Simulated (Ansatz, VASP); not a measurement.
**AlSn4 in VASP and in Ansatz**

Contents of INCAR:

```
PREC = Accurate ; ENCUT = 600
EDIFF = 1E-7 ; ISMEAR = 0
SIGMA = 0.1 ; LREAL = False
LASPH = True ; NELM = 100
ALGO = Fast ; ISIF = 3
LWAVE = False ; LCHARG = False
GGA = PE ; IBRION = 2
NSW = 90 ; EDIFFG = -0.04
```

KPOINTS

```
Automatic mesh
0
Gamma
  4 4 4
```

Contents of POSCAR:

```
AlSn4
1.0
   -3.1826353700      3.1826353700      3.1826353700
    3.1826353700     -3.1826353700      3.1826353700
    3.1826353700      3.1826353700     -3.1826353700
Al Sn
1 4
Direct
    0.0000000000      0.0000000000      0.0000000000
    0.0000000000      0.0000000000      0.5000000000
    0.5000000000      0.0000000000      0.0000000000
    0.0000000000      0.5000000000      0.0000000000
    0.5000000000      0.5000000000      0.5000000000
```

Input for Ansatz:

```yaml
crystal:
  lattice:
    - [-3.18263537, 3.18263537, 3.18263537]
    - [3.18263537, -3.18263537, 3.18263537]
    - [3.18263537, 3.18263537, -3.18263537]
  atoms:
    - { symbol: Al, position: [0.0, 0.0, 0.0] }
    - { symbol: Sn, position: [0.0, 0.0, 0.5] }
    - { symbol: Sn, position: [0.5, 0.0, 0.0] }
    - { symbol: Sn, position: [0.0, 0.5, 0.0] }
    - { symbol: Sn, position: [0.5, 0.5, 0.5] }
basis:
  ecutwfc: 420
kpoints:
  mp_grid: { grid: [4, 4, 4] }
hamiltonian:
  xc: pbe
scf:
  occupations: { method: gaussian, width: 0.1 }
  lower_state_search: "off"
output:
  forces: true
  stress: true
  eigenvalues: true
relax:
  adjacent_minimum: "off"
  f_tol: 0.04
  max_steps: 70
  cell: { stress_tol: 0.4 }
```

Change from the starting cell: species swapped into the Hg4Pt type (Im-3m, No. 229).

Alike in both runs: task relaxation of cell and atoms; functional PBE; k mesh 4 × 4 × 4; occupations gaussian, width 0.1 eV; no spin polarisation.

|  | VASP | Ansatz |
| --- | --- | --- |
| version | VASP 6.6.1 | Ansatz 0.2.0 |
| potentials or method | VASP PAW PBE potentials, release 64 (Al, Sn_d), cutoff 600 eV | scalar-relativistic, plane waves, PAW |
| valence electrons in the cell | 59 | 59 |

VASP gave:

* gap on the k mesh at the Fermi level, each at its own relaxed structure (eV): none
* relaxed volume (Å³/atom): 28.79
* relaxed cell length with the largest relative difference (Å): 5.718

Question: What did Ansatz give for the same quantities?

Answer: gap on the k mesh at the Fermi level, each at its own relaxed structure (eV): none; relaxed volume (Å³/atom): 28.96; relaxed cell length with the largest relative difference (Å): 5.730.

A gap of «none» marks a metal or a gap that the smearing closes.
